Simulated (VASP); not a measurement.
Wanted: the native input for a VASP 6.6.1 run.

```yaml
Task: single point
Functional: PBE
Potentials_or_basis: VASP PAW PBE potentials, release 64 (Ga_d, As)
Cutoff: 520 eV
k_mesh: 14 × 14 × 20
Occupations: gaussian, width 0.1 eV
Spin: no spin polarisation
Dipole_correction: no
Further_INCAR_settings: ALGO = Normal; EDIFF = 1e-07; NBANDS = 16
```

The structure of GaAs lies in POSCAR:

```
GaAs
1.0
    3.8101386562      0.0000000000      0.0000000000
    0.0000000000      3.8101386562      0.0000000000
    0.0000000000      0.0000000000      2.7389079234
Ga As
1 1
Direct
    0.5000000000      0.5000000000      0.5000000000
    0.0000000000      0.0000000000      0.5000000000
```

One way to write it, as run:

INCAR

```
PREC = Accurate
ENCUT = 520
EDIFF = 1E-7
ISMEAR = 0
SIGMA = 0.1
LREAL = False
LASPH = True
NELM = 100
ALGO = Normal
ISIF = 2
LWAVE = False
LCHARG = False
GGA = PE
NBANDS = 16
```

KPOINTS

```
Automatic mesh
0
Gamma
  14 14 20
```

Potentials or basis: VASP PAW PBE potentials, release 64 (Ga_d, As).

The run is started by

```sh
$ cat potpaw_PBE.64/Ga_d/POTCAR potpaw_PBE.64/As/POTCAR > POTCAR
$ mpirun -np 1 vasp_std > vasp.out
```

It gave:

| Item | Value |
| --- | --- |
| Pressure | 0.2 GPa |
| Band gap on the k mesh | zero (band 9 reaches 7.08 eV, above the bottom of band 10 at 2.24 eV) |

Run time: 66 s on 1 thread of Intel(R) Xeon(R) 6975P-C (Granite Rapids) (shared host), peak memory 0.35 GiB.
